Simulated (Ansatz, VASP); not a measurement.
Au: VASP beside Ansatz

File INCAR:

```
SYSTEM = Au
PREC     = Accurate       ! precision mode
ENCUT    = 520            ! plane-wave cutoff, eV
EDIFF    = 1E-7           ! SCF threshold, eV
ISMEAR   = 0              ! smearing method
SIGMA    = 0.15           ! smearing width, eV
LREAL    = .False.        ! projectors in reciprocal space
LASPH    = .True.         ! aspherical terms in the spheres
NELM     = 100            ! most SCF steps
ALGO     = Fast           ! electronic algorithm
ISIF     = 2              ! what is computed and relaxed
LWAVE    = .False.        ! write WAVECAR
LCHARG   = .True.         ! write CHGCAR
GGA      = PS             ! functional
LELF     = .True.         ! ELF
LVHAR    = .True.       
NBANDS   = 12             ! bands
```

KPOINTS

```
Automatic mesh
0
Gamma
  20 20 20
  0 0 0
```

File POSCAR:

```
Au
1.0
   -1.6987007250      1.6987007250      1.6158372750
    1.6987007250     -1.6987007250      1.6158372750
    1.6987007250      1.6987007250     -1.6158372750
Au
1
Direct
    0.0000000000      0.0000000000      0.0000000000
```

Input for Ansatz:

```yaml
crystal:
  lattice:
    - [-1.698700725, 1.698700725, 1.615837275]
    - [1.698700725, -1.698700725, 1.615837275]
    - [1.698700725, 1.698700725, -1.615837275]
  atoms:
    - { symbol: Au, position: [0.0, 0.0, 0.0] }
basis:
  ecutwfc: 420
kpoints:
  mp_grid: { grid: [20, 20, 20] }
hamiltonian:
  xc: pbesol
scf:
  occupations: { method: gaussian, width: 0.15 }
output:
  forces: true
  stress: true
  eigenvalues: true
```

Change from the starting cell: strain +0.025 along x and y, -0.025 along z, atoms carried along.

Alike in both runs: task single point; functional PBEsol; k mesh 20 × 20 × 20; occupations gaussian, width 0.15 eV; no spin polarisation.

```csv
,VASP,Ansatz
version,VASP 6.6.1,Ansatz 0.2.0
potentials or method,"VASP PAW PBE potentials, release 64 (Au), cutoff 520 eV","scalar-relativistic, plane waves, PAW"
valence electrons in the cell,11,19
```

Ansatz gave:

| Item | Value |
| --- | --- |
| gap on the k mesh at the Fermi level (eV) | none |
| pressure (GPa) | -11.9 |
| traceless stress, the component that is largest in VASP (GPa) | -0.39 |

**Question.** Estimate VASP's values.

**Answer.** gap on the k mesh at the Fermi level (eV): none; pressure (GPa): -12.1; traceless stress, the component that is largest in VASP (GPa): -0.40.

VASP's potentials were made for PBE, not for PBEsol. A gap of «none» marks a metal or a gap that the smearing closes. VASP's potentials hold 11 valence electrons a cell and Ansatz's 19, so a difference there can come from the potentials and not from the codes.

Neither program's run includes spin-orbit coupling.
